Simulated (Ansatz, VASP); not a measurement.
# Al3B2P5 in VASP and in Ansatz

Contents of INCAR:

```
PREC = Accurate
ENCUT = 520
EDIFF = 1E-6
ISMEAR = 0
SIGMA = 0.1
LREAL = F
LASPH = T
NELM = 100
ALGO = Normal
ISIF = 2
LWAVE = F
LCHARG = F
GGA = PE
NBANDS = 31
```

KPOINTS

```
regular mesh
0
Gamma
  6 6 6
```

The input POSCAR:

```
Al3B2P5
1.0
   -1.7908880700      1.7908880700     12.6634909600
    1.7908880700     -1.7908880700     12.6634909600
    1.7908880700      1.7908880700    -12.6634909600
Al B P
3 2 5
Direct
    0.8000000000      0.8000000000      0.0000000000
    0.0000000000      0.0000000000      0.0000000000
    0.2000000000      0.2000000000      0.0000000000
    0.4000000000      0.4000000000      0.0000000000
    0.6000000000      0.6000000000      0.0000000000
    0.3500000000      0.8500000000      0.5000000000
    0.9500000000      0.4500000000      0.5000000000
    0.5500000000      0.0500000000      0.5000000000
    0.1500000000      0.6500000000      0.5000000000
    0.7500000000      0.2500000000      0.5000000000
```

Input for Ansatz:

```yaml
crystal:
  lattice:
    - [-1.79088807, 1.79088807, 12.66349096]
    - [1.79088807, -1.79088807, 12.66349096]
    - [1.79088807, 1.79088807, -12.66349096]
  atoms:
    - { symbol: Al, position: [0.8, 0.8, 0.0] }
    - { symbol: Al, position: [0.0, 0.0, 0.0] }
    - { symbol: Al, position: [0.2, 0.2, 0.0] }
    - { symbol: B, position: [0.4, 0.4, 0.0] }
    - { symbol: B, position: [0.6, 0.6, 0.0] }
    - { symbol: P, position: [0.35, 0.85, 0.5] }
    - { symbol: P, position: [0.95, 0.45, 0.5] }
    - { symbol: P, position: [0.55, 0.05, 0.5] }
    - { symbol: P, position: [0.15, 0.65, 0.5] }
    - { symbol: P, position: [0.75, 0.25, 0.5] }
basis:
  ecutwfc: 420
kpoints:
  mp_grid: { grid: [6, 6, 6] }
hamiltonian:
  xc: pbe
scf:
  occupations: { method: gaussian, width: 0.1 }
  lower_state_search: "off"
output:
  forces: true
  stress: true
  eigenvalues: true
```

Alike in both runs: task single point; functional PBE; k mesh 6 × 6 × 6; occupations gaussian, width 0.1 eV; no spin polarisation.

```csv
,VASP,Ansatz
version,VASP 6.6.1,Ansatz 0.2.0
potentials or method,"VASP PAW PBE potentials, release 64 (Al, B, P), cutoff 520 eV","scalar-relativistic, plane waves, PAW"
valence electrons in the cell,40,40
```

Ansatz gave:

| Item | Value |
| --- | --- |
| gap on the k mesh at the Fermi level (eV) | 1.16 |
| least direct gap on the mesh (eV) | 1.20 |
| pressure (GPa) | 10.6 |
| traceless stress, the component that is largest in VASP (GPa) | -0.86 |
| rms of the force components (eV/Å) | 1.541 |

Task: What did VASP give for the same quantities?

Result: gap on the k mesh at the Fermi level (eV): 1.16; least direct gap on the mesh (eV): 1.20; pressure (GPa): 10.5; traceless stress, the component that is largest in VASP (GPa): -0.86; rms of the force components (eV/Å): 1.538.

Atom by atom the forces differ by 0.003 eV/Å (rms over components).
